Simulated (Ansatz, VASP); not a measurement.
# One calculation of Pt, two programs

```
CELL_PARAMETERS angstrom
0.00000 1.98477 1.98477
1.98477 0.00000 1.98477
1.98477 1.98477 0.00000
ATOMIC_POSITIONS crystal
Pt 0.00000 0.00000 0.00000
```

Alike in both runs: functional PBE; k mesh 17 × 17 × 17; occupations methfessel-paxton of order 1, width 0.1 eV; no spin polarisation.

Ansatz relaxed the structure, and its values are those at the end. VASP's run is a single point on that final structure, the one shown.

|  | VASP | Ansatz |
| --- | --- | --- |
| version | VASP 6.6.1 | Ansatz 0.2.0 |
| potentials or method | VASP PAW PBE potentials, release 64 (Pt), cutoff 500 eV | plane-wave PAW DFT |
| valence electrons in the cell | 10 | 18 |

Ansatz gave:

```
pressure (GPa) : 0.0
```

Problem. Which values does VASP return?

Solution. Pressure (GPa): -0.5.

VASP's potentials hold 10 valence electrons a cell and Ansatz's 18, so a difference there can come from the potentials and not from the codes.

Neither program's run includes spin-orbit coupling.
